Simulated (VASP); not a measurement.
A run of VASP 6.6.1:

The input INCAR:

```
SYSTEM = Al8H
ALGO = Normal
DIPOL = 0.5 0.5 0.305
EDIFF = 1E-7
ENCUT = 520
GGA = PE
IDIPOL = 3
ISIF = 2
ISMEAR = 0
LASPH = .True.
LCHARG = .True.
LDIPOL = .True.
LELF = .True.
LREAL = Auto
LVACPOTAV = .True.
LVHAR = .True.
LWAVE = .False.
NBANDS = 40
NELM = 60
PREC = Accurate
SIGMA = 0.1
```

Contents of KPOINTS:

```
k-points
0
Gamma
  5 4 1
  0 0 0
```

The input POSCAR:

```
Al8H
1.0
    5.7135165837      0.0000000000      0.0000000000
    0.0000000000      8.0801326415      0.0000000000
    0.0000000000      0.0000000000     22.2432786975
Al H
16 2
Direct
    0.2500000000      0.2500000000      0.1798296040
    0.2500000000      0.7500000000      0.1798296040
    0.7500000000      0.2500000000      0.1798296040
    0.7500000000      0.7500000000      0.1798296040
    0.0000000000      0.0000000000      0.2440458181
    0.0000000000      0.5000000000      0.2440458181
    0.5000000000      0.0000000000      0.2440458181
    0.5000000000      0.5000000000      0.2440458181
    0.2500000000      0.2500000000      0.3102598702
    0.2500000000      0.7500000000      0.3102598702
    0.7500000000      0.2500000000      0.3102598702
    0.7500000000      0.7500000000      0.3102598702
    0.0000000000      0.0000000000      0.3705963860
    0.0000000000      0.5000000000      0.3705963860
    0.5000000000      0.0000000000      0.3705963860
    0.5000000000      0.5000000000      0.3705963860
    0.2500000000      0.1931321217      0.5324430296
    0.2500000000      0.3068678783      0.5324430296
```

Potentials or basis: VASP PAW PBE potentials, release 64 (Al, H).

Command:

```sh
$ cat potpaw_PBE.64/Al/POTCAR potpaw_PBE.64/H/POTCAR > POTCAR
$ mpirun -np 1 vasp_std > vasp.out
```

Hardware: 1 thread of Intel(R) Xeon(R) 6975P-C (Granite Rapids), with other jobs on the host.

Task: Estimate the wall time of this run.

Result: Wall time 9.3 min on 1 thread of Intel(R) Xeon(R) 6975P-C (Granite Rapids), on a shared host, peak memory 0.88 GiB. Counts: scf iterations 27, k points 9.
